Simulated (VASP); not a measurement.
Input of a VASP 6.6.1 run:

File INCAR:

```
SYSTEM = WC
ALGO     = Normal         ! electronic algorithm
EDIFF    = 1E-6           ! SCF threshold, eV
ENCUT    = 520            ! plane-wave cutoff, eV
GGA      = PE             ! functional
ISIF     = 2              ! what is computed and relaxed
ISMEAR   = 0              ! smearing method
LASPH    = .True.         ! aspherical terms in the spheres
LCHARG   = .False.        ! write CHGCAR
LREAL    = .False.        ! projectors in reciprocal space
LWAVE    = .False.        ! write WAVECAR
NBANDS   = 36             ! bands
NELM     = 80             ! most SCF steps
PREC     = Accurate       ! precision mode
SIGMA    = 0.15           ! smearing width, eV
```

KPOINTS

```
k-points
0
Gamma
  23 23 7
  0 0 0
```

The input POSCAR:

```
WC
1.0
   -1.4608858258     -2.5303284743      0.0000000000
    1.4608858258     -2.5303284743      0.0000000000
    0.0000000000      0.0000000000      8.3912276451
W C
3 3
Direct
    0.0000000000      0.0000000000      0.2544519882
    0.0000000000      0.0000000000      0.5937439252
    0.0000000000      0.0000000000      0.9330358622
    0.3333333333      0.3333333333      0.0848060197
    0.3333333333      0.3333333333      0.4240979567
    0.3333333333      0.3333333333      0.7633898937
```

Potentials or basis: VASP PAW PBE potentials, release 64 (W_sv, C).

Command:

```sh
$ cat potpaw_PBE.64/W_sv/POTCAR potpaw_PBE.64/C/POTCAR > POTCAR
$ mpirun -np 1 vasp_std > vasp.out
```

Problem. What does it give for the largest force?

Solution. 3.263 eV/Å.

Problem. Predict the pressure.

Solution. 10.4 GPa.

Problem. Predict the band gap on the k mesh.

Solution. Zero (band 27 reaches 11.84 eV, above the bottom of band 28 at 10.88 eV).

Forces on the atoms (eV/Å):
```
W    0.000  0.000  1.793
W    0.000  0.000  0.081
W    0.000  0.000 -3.263
C    0.000  0.000  1.840
C    0.000  0.000 -0.076
C    0.000  0.000 -0.375
```

Caveat: spin-orbit coupling is left out, which moves the levels of the heavy elements; forces of over 1 eV/Å act on the atoms, so gaps and moduli don't describe the material at rest.
